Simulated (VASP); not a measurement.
# BaTiO3 (P4mm) in VASP: further runs

Runs on BaTiO3. Level: PBE. Tasks: single point.

Program: VASP 6.6.1. These are calculated values, not measurements. Logs are shortened: lines on timing, memory, paths and dates and some standing lists are left out, and cuts for length are marked.

## (1) The cell of the first run

The structure is tetragonal, space group P4mm (No. 99). Conventional cell: a = 3.880 Å, b = 3.880 Å, c = 4.018 Å, α = 90.00°, β = 90.00°, γ = 90.00°. Within 3.6 Å of Ba (site symmetry 4mm) lie 12 O at 2.74 to 2.84 Å and 8 Ti at 3.36 to 3.44 Å. Within 2.5 Å of Ti (site symmetry 4mm) lie 6 O at 1.87 to 2.15 Å. O (site symmetry 4mm) has 2 Ti at 1.87 to 2.15 Å within 2.5 Å. Within 2.6 Å of O (site symmetry 2mm) lie 2 Ti at 1.94 Å.

## (2) Single point, PBE (equal xx and yy strain of -3 %)

Contents of INCAR:

```
PREC     = Accurate       # precision mode
ENCUT    = 520            # plane-wave cutoff, eV
EDIFF    = 1E-6           # SCF threshold, eV
ISMEAR   = -1             # smearing method
SIGMA    = 0.08           # smearing width, eV
LREAL    = False          # projectors in reciprocal space
LASPH    = True           # aspherical terms in the spheres
NELM     = 60             # most SCF steps
ALGO     = Normal         # electronic algorithm
ISIF     = 2              # what is computed and relaxed
LWAVE    = False          # write WAVECAR
LCHARG   = False          # write CHGCAR
GGA      = PE             # functional
NBANDS   = 28             # bands
```

Contents of KPOINTS:

```
regular mesh
0
Gamma
  7 7 7
```

Contents of POSCAR:

```
BaTiO3
1.0
    3.8798060000      0.0000000000      0.0000000000
    0.0000000000      3.8798060000      0.0000000000
    0.0000000000      0.0000000000      4.0180000000
Ba Ti O
1 1 3
Direct
    0.0000000000      0.0000000000      0.0000000000
    0.5000000000      0.5000000000      0.4820000000
    0.5000000000      0.5000000000      0.0160000000
    0.5000000000      0.0000000000      0.5150000000
    0.0000000000      0.5000000000      0.5150000000
```

Potentials or basis: VASP PAW PBE potentials, release 64 (Ba_sv, Ti_sv, O).

Launch:

```console
$ cat potpaw_PBE.64/Ba_sv/POTCAR potpaw_PBE.64/Ti_sv/POTCAR potpaw_PBE.64/O/POTCAR > POTCAR
$ mpirun -np 1 vasp_std > vasp.out
```

OUTCAR:

```text
PREC = Accurate
   ENCUT = 520
   EDIFF = 1E-6
   ISMEAR = -1
   LREAL = False
   LASPH = True
   NELM = 60
   ISIF = 2
   GGA = PE

 ion  position               nearest neighbor table
   1  0.000  0.000  0.000-   3 2.74   3 2.74   3 2.74   3 2.74   5 2.75   5 2.75   4 2.75   4 2.75
                             4 2.84   5 2.84   5 2.84   4 2.84   2 3.36   2 3.36   2 3.36   2 3.36
   2  0.500  0.500  0.482-   3 1.87   4 1.94   5 1.94   4 1.94   5 1.94   3 2.15   1 3.36   1 3.36
                             1 3.36   1 3.36   1 3.44   1 3.44   1 3.44   1 3.44
   3  0.500  0.500  0.016-   2 1.87   2 2.15   1 2.74   1 2.74   1 2.74   1 2.74
   4  0.500  0.000  0.515-   2 1.94   2 1.94   1 2.75   1 2.75   1 2.84   1 2.84
   5  0.000  0.500  0.515-   2 1.94   2 1.94   1 2.75   1 2.75   1 2.84   1 2.84

  LATTYP: Found a simple tetragonal cell.
 ALAT       =     3.8798060000
 C/A-ratio  =     1.0356187912

  Lattice vectors:

 A1 = (   3.8798060000,   0.0000000000,   0.0000000000)
 A2 = (   0.0000000000,   3.8798060000,   0.0000000000)
 A3 = (   0.0000000000,   0.0000000000,   4.0180000000)

Analysis of symmetry for initial positions (statically):
=====================================================================
 Subroutine PRICEL returns:
 Original cell was already a primitive cell.

 Routine SETGRP: Setting up the symmetry group for a
 simple tetragonal supercell.

 Subroutine GETGRP returns: Found  8 space group operations
 (whereof  8 operations were pure point group operations)
 out of a pool of 16 trial point group operations.

The static configuration has the point symmetry C_4v.

Analysis of symmetry for dynamics (positions and initial velocities):
=====================================================================
 Subroutine PRICEL returns:
 Original cell was already a primitive cell.

 Routine SETGRP: Setting up the symmetry group for a
 simple tetragonal supercell.

 Subroutine GETGRP returns: Found  8 space group operations
 (whereof  8 operations were pure point group operations)
 out of a pool of 16 trial point group operations.

The dynamic configuration has the point symmetry C_4v.

 Subroutine INISYM returns: Found  8 space group operations
 (whereof  8 operations are pure point group operations),
 and found     1 'primitive' translations

----------------------------------------------------------------------------------------

                                     Primitive cell

  volume of cell :      60.4825

  direct lattice vectors                    reciprocal lattice vectors
     3.879806000  0.000000000  0.000000000     0.257744846  0.000000000  0.000000000
     0.000000000  3.879806000  0.000000000     0.000000000  0.257744846  0.000000000
     0.000000000  0.000000000  4.018000000     0.000000000  0.000000000  0.248880040

  length of vectors
     3.879806000  3.879806000  4.018000000     0.257744846  0.257744846  0.248880040

  position of ions in fractional coordinates (direct lattice)
     0.000000000  0.000000000  0.000000000
     0.500000000  0.500000000  0.482000000
     0.500000000  0.500000000  0.016000000
     0.500000000  0.000000000  0.515000000
     0.000000000  0.500000000  0.515000000

  ion indices of the primitive-cell ions
   primitive index   ion index
                 1           1
                 2           2
                 3           3
                 4           4
                 5           5

----------------------------------------------------------------------------------------

 KPOINTS: regular mesh

Automatic generation of k-mesh.
 Grid dimensions read from file:
 generate k-points for:    7    7    7

 Generating k-lattice:

  Cartesian coordinates                     Fractional coordinates (reciprocal lattice)
     0.036820692  0.000000000  0.000000000     0.142857143  0.000000000  0.000000000
     0.000000000  0.036820692  0.000000000     0.000000000  0.142857143  0.000000000
     0.000000000  0.000000000  0.035554291     0.000000000  0.000000000  0.142857143

  Length of vectors
     0.036820692  0.036820692  0.035554291

  Shift w.r.t. Gamma in fractional coordinates (k-lattice)
     0.000000000  0.000000000  0.000000000

 Subroutine IBZKPT returns following result:
 ===========================================

 Found     40 irreducible k-points:

 Following reciprocal coordinates:
            Coordinates               Weight
  0.000000  0.000000  0.000000      1.000000
  0.142857  0.000000  0.000000      4.000000
  0.285714  0.000000  0.000000      4.000000
  0.428571  0.000000  0.000000      4.000000
  0.142857  0.142857  0.000000      4.000000
  0.285714  0.142857  0.000000      8.000000
[... 16 lines left out ...]
  0.285714  0.000000  0.285714      8.000000
  0.428571  0.000000  0.285714      8.000000
 [... further k-points ...]
   k-points           NKPTS =     40   k-points in BZ     NKDIM =     40   number of bands    NBANDS=     28
   number of dos      NEDOS =    301   number of ions     NIONS =      5
   total plane-waves  NPLWV =  27000
   dimension x,y,z NGX =    30 NGY =   30 NGZ =   30
   dimension x,y,z NGXF=    60 NGYF=   60 NGZF=   60
   ions per type =               1   1   3
   NGX,Y,Z   is equivalent  to a cutoff of  12.85, 12.85, 12.41 a.u.
   NGXF,Y,Z  is equivalent  to a cutoff of  25.71, 25.71, 24.83 a.u.
 SYSTEM =  unknown system
   PREC   = accura    normal or accurate (medium, high low for compatibility)
   ISTART =      0    job   : 0-new  1-cont  2-samecut
   ICHARG =      2    charge: 1-file 2-atom 10-const
   ISPIN  =      1    spin polarized calculation?
   LNONCOLLINEAR =      F non collinear calculations
   LSORBIT =      F    spin-orbit coupling
   LASPH  =      T    aspherical Exc in radial PAW
   ENCUT  =  520.0 eV  38.22 Ry    6.18 a.u.   7.21  7.21  7.47*2*pi/ulx,y,z
   NELM   =     60;   NELMIN=  2; NELMDL= -5     # of ELM steps
   EDIFF  = 0.1E-05   stopping-criterion for ELM
   LREAL  =      F    real-space projection
   EDIFFG = 0.1E-04   stopping-criterion for IOM
   NSW    =      0    number of steps for IOM
   IBRION =     -1    ionic relax: 0-MD 1-quasi-New 2-CG
   NFREE  =      0    steps in history (QN), initial steepest desc. (CG)
   ISIF   =      2    stress and relaxation
   ISYM   =      2    0-nonsym 1-usesym 2-fastsym
   POTIM  = 0.5000    time-step for ionic-motion
   TEBEG  =    0.0;   TEEND  =   0.0 temperature during run
   PSTRESS=    0.0 pullay stress
   NELECT =      40.0000    total number of electrons
   NUPDOWN=      -1.0000    fix difference up-down
   EMIN   =  10.00;   EMAX   =-10.00  energy-range for DOS
   EFERMI =   0.00;   METHOD = LEGACY
   ISMEAR =    -1;   SIGMA  =   0.08  broadening in eV -4-tet -1-fermi 0-gaus
   EFERMI_NEDOS =   21; number of points for ismear=-14 and -15
   IALGO  =     38    algorithm
   IMIX   =      4    mixing-type and parameters
     AMIX     =   0.40;   BMIX     =  1.00
     AMIX_MAG =   1.60;   BMIX_MAG =  1.00
  volume/ion in A,a.u.               =      12.10        81.63
  Fermi-wavevector in a.u.,A,eV,Ry     =   1.426324  2.695361 27.679693  2.034400
  Thomas-Fermi vector in A             =   2.546613
   LORBIT       =      0    0 simple, 1 ext, 2 COOP (PROOUT), +10 PAW based schemes
   GGA     = PE    functional components
   LHFCALC =     F    Hartree Fock is set to
   AEXX    =    0.0000 exact exchange contribution
   IVDW    =     0    specifies the selected vdW correction
   LEPSILON=     F    determine dielectric tensor
   LRPA    =     F    only Hartree local field effects (RPA)
 non-spin polarized calculation
  energy-cutoff  :      520.00
  volume of cell :       60.48
 maximum number of plane-waves:      1646
 NGX is ok and might be reduce to    30
   NGX = 15   NGY = 15   NGZ = 15

 number of electron      40.0000007 magnetization

 Free energy of the ion-electron system (eV)
  ---------------------------------------------------
  ext. energy  EPLUGINS =         0.00000000
  ---------------------------------------------------
  free energy    TOTEN  =       -39.71747871 eV

  energy without entropy =      -39.71747819  energy(sigma->0) =      -39.71747845

 E-fermi :   5.3676     XC(G=0): -11.5650

 val. band max:        4.2813362783   @ k =   0.4286   0.4286   0.4286
 cond. band min:       6.2831005054   @ k =   0.0000   0.0000   0.0000
 fundamental gap:      2.0017642271
 Fermi energy:         5.3675984433

 k-point     1 :       0.0000    0.0000    0.0000
  band No.  band energies     occupation
      1     -51.9814      2.00000
      2     -28.2604      2.00000
      3     -28.2361      2.00000
      4     -28.2361      2.00000
      5     -20.4143      2.00000
      6     -12.7337      2.00000
[... 20 lines left out ...]
     27       9.6128      0.00000
     28      12.3166      0.00000

 k-point     2 :       0.1429    0.0000    0.0000
  band No.  band energies     occupation
      1     -51.9810      2.00000
      2     -28.2599      2.00000
      3     -28.2513      2.00000
      4     -28.2354      2.00000
      5     -20.3819      2.00000
      6     -12.7461      2.00000
[... 20 lines left out ...]
     27      10.0434      0.00000
     28      12.8237      0.00000

 k-point     3 :       0.2857    0.0000    0.0000
  band No.  band energies     occupation
      1     -51.9803      2.00000
      2     -28.2858      2.00000
      3     -28.2583      2.00000
      4     -28.2341      2.00000
      5     -20.3071      2.00000
      6     -12.8774      2.00000
[... 20 lines left out ...]
     27      11.0702      0.00000
     28      12.8698      0.00000

 k-point     4 :       0.4286    0.0000    0.0000
  band No.  band energies     occupation
      1     -51.9797      2.00000
      2     -28.3129      2.00000
      3     -28.2572      2.00000
      4     -28.2330      2.00000
      5     -20.2452      2.00000
      6     -13.0315      2.00000
[... 578 lines left out ...]
     27      11.3656      0.00000
     28      13.3453      0.00000

 k-point    23 :       0.2857    0.0000    0.2857
  band No.  band energies     occupation
      1     -51.9797      2.00000
      2     -28.2911      2.00000
      3     -28.2833      2.00000
      4     -28.2329      2.00000
      5     -20.2440      2.00000
      6     -12.7431      2.00000
[... 20 lines left out ...]
     27      12.4300      0.00000
     28      13.2433      0.00000

 k-point    24 :       0.4286    0.0000    0.2857
  band No.  band energies     occupation
      1     -51.9791      2.00000
      2     -28.3103      2.00000
      3     -28.2892      2.00000
      4     -28.2318      2.00000
      5     -20.1956      2.00000
      6     -12.7244      2.00000
[... 20 lines left out ...]
     27      13.0665      0.00000
     28      13.6097      0.00000

 [... further k-points ...]
[... 5 lines left out ...]
  --------------------------------------------------------------------------------------
  -------------------------------------------------------------------------------------
  Total        7.1628328      7.1628328      4.9971742      0.0000000      0.0000000      0.0000000
  in kB      189.7428591    189.7428591    132.3747386      0.0000000      0.0000000      0.0000000
  external PRESSURE =     170.6201522 kB  Pullay stress =       0.0000000 kB

 VOLUME and BASIS-vectors are now :
 -----------------------------------------------------------------------------
  energy-cutoff  :      520.00
  volume of cell :       60.48
      direct lattice vectors                 reciprocal lattice vectors
     3.879806000  0.000000000  0.000000000     0.257744846  0.000000000  0.000000000
     0.000000000  3.879806000  0.000000000     0.000000000  0.257744846  0.000000000
     0.000000000  0.000000000  4.018000000     0.000000000  0.000000000  0.248880040

 POSITION                                       TOTAL-FORCE (eV/Angst)
 -----------------------------------------------------------------------------------
      0.00000      0.00000      0.00000         0.000000      0.000000     -0.063107
      1.93990      1.93990      1.93668         0.000000     -0.000000      0.105220
      1.93990      1.93990      0.06429         0.000000      0.000000      0.166218
      1.93990      0.00000      2.06927         0.000000      0.000000     -0.104166
      0.00000      1.93990      2.06927        -0.000000      0.000000     -0.104166
 -----------------------------------------------------------------------------------
    total drift:                                0.000000      0.000000     -0.000314

  FREE ENERGIE OF THE ION-ELECTRON SYSTEM (eV)
  ---------------------------------------------------
  free  energy   TOTEN  =       -39.7174787114 eV

  energy  without entropy=      -39.7174781913  energy(sigma->0) =      -39.71747845
```

Run time: 88 s. Hardware: 1 thread of AMD EPYC 7R43 (Zen 3), shared host; peak memory 0.17 GiB.

What came out:

- Free energy: -39.7175 eV
- Pressure: 17.1 GPa
- Largest force: 0.166 eV/Å
- Band gap on the k mesh: 2.00 eV, indirect (least direct gap 2.22 eV)

Forces on the atoms (eV/Å):
```
Ba   0.000  0.000 -0.063
Ti   0.000  0.000  0.105
O    0.000  0.000  0.166
O    0.000  0.000 -0.104
O    0.000  0.000 -0.104
```

Caveat: the cell differs from its parent crystal (equal xx and yy strain of -3 %); spin-orbit coupling is left out, which moves the levels of the heavy elements.

## (3) Single point, PBE (equal xx and yy strain of -1 %)

Contents of INCAR:

```
ALGO = Normal
EDIFF = 1E-6
ENCUT = 520
GGA = PE
ISIF = 2
ISMEAR = -1
LASPH = True
LCHARG = False
LREAL = False
LWAVE = False
NBANDS = 28
NELM = 80
PREC = Accurate
SIGMA = 0.08
```

Contents of KPOINTS:

```
k-points
0
Gamma
  7 7 7
```

POSCAR, as its differences from that of step 2:

```diff
@@ -2,4 +2,4 @@
 1.0
-    3.8798060000      0.0000000000      0.0000000000
-    0.0000000000      3.8798060000      0.0000000000
+    3.9598020000      0.0000000000      0.0000000000
+    0.0000000000      3.9598020000      0.0000000000
     0.0000000000      0.0000000000      4.0180000000
```

Potentials or basis: VASP PAW PBE potentials, release 64 (Ba_sv, Ti_sv, O).

Launch:

```console
$ cat potpaw_PBE.64/Ba_sv/POTCAR potpaw_PBE.64/Ti_sv/POTCAR potpaw_PBE.64/O/POTCAR > POTCAR
$ mpirun -np 1 vasp_std > vasp.out
```

It took 84 s on 1 thread of AMD EPYC 7R43 (Zen 3), shared host; peak memory 0.18 GiB.

Results (log left out):

```
Free energy            : -39.9316 eV
Pressure               : 8.2 GPa
Largest force          : 0.258 eV/Å
Band gap on the k mesh : 1.92 eV, indirect (least direct gap 2.15 eV)
```

Forces in eV/Å, atoms in the order of the input:
```
Ba   0.000  0.000 -0.066
Ti   0.000  0.000  0.098
O    0.000  0.000  0.258
O    0.000  0.000 -0.145
O    0.000  0.000 -0.145
```

Stress tensor (GPa, compression positive):
```
8.35 0.00 0.00
0.00 8.35 0.00
0.00 0.00 7.88
```

Levels at points of the mesh, in eV from the valence-band top:
```
           k point  band 18  band 19  band 20  band 21  band 22  band 23
(0.00, 0.00, 0.00)    -0.27    -0.23    -0.23     1.92     2.20     2.20
```

Caveat: the cell differs from its parent crystal (equal xx and yy strain of -1 %); spin-orbit coupling is left out, which moves the levels of the heavy elements. A k mesh can miss the band edges.
